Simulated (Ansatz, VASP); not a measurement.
One calculation of C, two programs

Contents of INCAR:

```
SYSTEM = C
PREC     = Accurate       ! precision mode
ENCUT    = 520            ! plane-wave cutoff, eV
EDIFF    = 1E-7           ! SCF threshold, eV
ISMEAR   = 0              ! smearing method
SIGMA    = 0.05           ! smearing width, eV
LREAL    = .FALSE.        ! projectors in reciprocal space
LASPH    = .TRUE.         ! aspherical terms in the spheres
NELM     = 100            ! most SCF steps
ALGO     = Normal         ! electronic algorithm
ISIF     = 2              ! what is computed and relaxed
LWAVE    = .FALSE.        ! write WAVECAR
LCHARG   = .FALSE.        ! write CHGCAR
GGA      = PE             ! functional
NBANDS   = 11             ! bands
```

Contents of KPOINTS:

```
regular mesh
0
G
  12 12 12
  0 0 0
```

POSCAR

```
C
1.0
    0.0000000000      1.8139857022      1.8139857022
    1.8139857022      0.0000000000      1.8139857022
    1.8139857022      1.8139857022      0.0000000000
C
2
Direct
    0.5000000000      0.5000000000      0.5000000000
    0.7500000000      0.7500000000      0.7500000000
```

Input for Ansatz:

```yaml
crystal:
  lattice:
    - [0.0, 1.8139857022, 1.8139857022]
    - [1.8139857022, 0.0, 1.8139857022]
    - [1.8139857022, 1.8139857022, 0.0]
  atoms:
    - { symbol: C, position: [0.5, 0.5, 0.5] }
    - { symbol: C, position: [0.75, 0.75, 0.75] }
basis:
  ecutwfc: 520.0
kpoints:
  mp_grid: { grid: [12, 12, 12] }
hamiltonian:
  xc: pbe
  pseudopotentials: { kind: paw, azcp: { folder: soft_1 } }
scf:
  occupations: { method: gaussian, width: 0.05 }
output:
  forces: true
  stress: true
  eigenvalues: true
```

Alike in both runs: task single point; functional PBE; k mesh 12 × 12 × 12; occupations gaussian, width 0.05 eV; no spin polarisation.

```csv
,VASP,Ansatz
version,VASP 6.6.1,Ansatz 0.2.0
potentials or method,"VASP PAW PBE potentials, release 64 (C), cutoff 520 eV","scalar-relativistic, plane waves, PAW"
valence electrons in the cell,8,8
```

|  | VASP | Ansatz | Ansatz less VASP |
| --- | --- | --- | --- |
| gap on the k mesh at the Fermi level (eV) | 4.04 | 4.05 | +0.008 |
| least direct gap on the mesh (eV) | 5.45 | 5.45 | +0.004 |
| pressure (GPa) | -18.2 | -18.6 | -0.46 |
